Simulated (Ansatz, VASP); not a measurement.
**ZrC: VASP beside Ansatz**

The input INCAR:

```
SYSTEM = ZrC
ALGO = Normal
EDIFF = 1E-6
ENCUT = 520
GGA = PE
ISIF = 2
ISMEAR = 0
LASPH = .TRUE.
LCHARG = .FALSE.
LREAL = .FALSE.
LWAVE = .FALSE.
NBANDS = 15
NELM = 60
PREC = Accurate
SIGMA = 0.1
```

KPOINTS

```
k-points
0
G
  6 6 6
  0 0 0
```

The input POSCAR:

```
ZrC
1.0
    0.0000000000      2.3657595687      2.3657595687
    2.3657595687      0.0000000000      2.3657595687
    2.3657595687      2.3657595687      0.0000000000
Zr C
1 1
Direct
    0.5000000000      0.5000000000      0.5000000000
    0.0000000000      0.0000000000      0.0000000000
```

Input for Ansatz:

```yaml
crystal:
  lattice:
    - [0.0, 2.3657595687, 2.3657595687]
    - [2.3657595687, 0.0, 2.3657595687]
    - [2.3657595687, 2.3657595687, 0.0]
  atoms:
    - { symbol: Zr, position: [0.5, 0.5, 0.5] }
    - { symbol: C, position: [0.0, 0.0, 0.0] }
basis:
  ecutwfc: 420
kpoints:
  mp_grid: { grid: [6, 6, 6] }
hamiltonian:
  xc: pbe
scf:
  occupations: { method: gaussian, width: 0.1 }
output:
  forces: true
  stress: true
  eigenvalues: true
```

Alike in both runs: task single point; functional PBE; k mesh 6 × 6 × 6; occupations gaussian, width 0.1 eV; no spin polarisation.

|  | VASP | Ansatz |
| --- | --- | --- |
| version | VASP 6.6.1 | Ansatz 0.2.0 |
| potentials or method | VASP PAW PBE potentials, release 64 (Zr_sv, C), cutoff 520 eV | scalar-relativistic, plane waves, PAW |
| valence electrons in the cell | 16 | 16 |

|  | VASP | Ansatz | Ansatz less VASP |
| --- | --- | --- | --- |
| gap on the k mesh at the Fermi level (eV) | none | none | - |
| pressure (GPa) | -2.8 | -3.1 | -0.25 |

A gap of «none» marks a metal or a gap that the smearing closes.

The k mesh is coarse, so the values compare programs but aren't converged.
